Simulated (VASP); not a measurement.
# CuI: single point with PBEsol

CuI:

```
Cu I
1.0
     0.00000    3.03150    3.03150
     3.03150    0.00000    3.03150
     3.03150    3.03150    0.00000
Cu I
1 1
Direct
  0.75000 0.75000 0.75000
  0.00000 0.00000 0.00000
```

```json
{
 "Program": "VASP 6.6.1",
 "Task": "single point",
 "Functional": "PBEsol",
 "Potentials or basis": "VASP PAW PBE potentials, release 64 (Cu, I)",
 "Cutoff": "520 eV",
 "k mesh": "6 × 6 × 6",
 "Occupations": "gaussian, width 0.1 eV",
 "Spin": "collinear spin",
 "Starting moments": "[1.0, 0.0] μB",
 "Dipole correction": "no",
 "Further INCAR settings": "ALGO = Normal; EDIFF = 1e-07; NBANDS = 20"
}
```

```
Pressure                                              : -2.5 GPa
Band gap on the k mesh                                : 1.03 eV
Net moment                                            : 0.00 μB per cell
Valence electrons inside the program's atomic spheres : Cu 9.92; I 4.29
```

Levels at points of the mesh, in eV from the valence-band top:
Spin up:
```csv
k point,band 7,band 8,band 9,band 10,band 11,band 12
"(0.00, 0.00, 0.00)",0.00,0.00,0.00,1.03,4.83,4.83
"(0.50, 0.00, 0.00)",-1.80,-0.72,-0.72,2.08,5.36,5.36
"(0.50, 0.50, 0.00)",-1.79,-1.52,-1.52,2.60,2.85,9.07
```
Spin down:
```tsv
k point	band 5	band 6	band 7	band 8	band 9	band 10	band 11	band 12	band 13	band 14
(0.00, 0.00, 0.00)	-1.87	-1.87	0.00	0.00	0.00	1.03	4.83	4.83	4.83	8.04
(0.50, 0.00, 0.00)	-1.85	-1.85	-1.80	-0.72	-0.72	2.08	5.36	5.36	7.25	9.00
(0.50, 0.50, 0.00)	-1.90	-1.82	-1.79	-1.52	-1.52	2.60	2.85	9.07	9.71	9.71
```

Wall time 15 s on 1 thread of Intel(R) Xeon(R) Platinum 8481C CPU @ 2.70GHz (Sapphire Rapids), with other jobs on the host, peak memory 0.21 GiB.

Caveat: the PAW data sets were made with another functional, which shifts forces and pressure a little; spin-orbit coupling is left out, which moves the levels of the heavy elements. As with any semilocal functional, this PBEsol gap is likely too small.
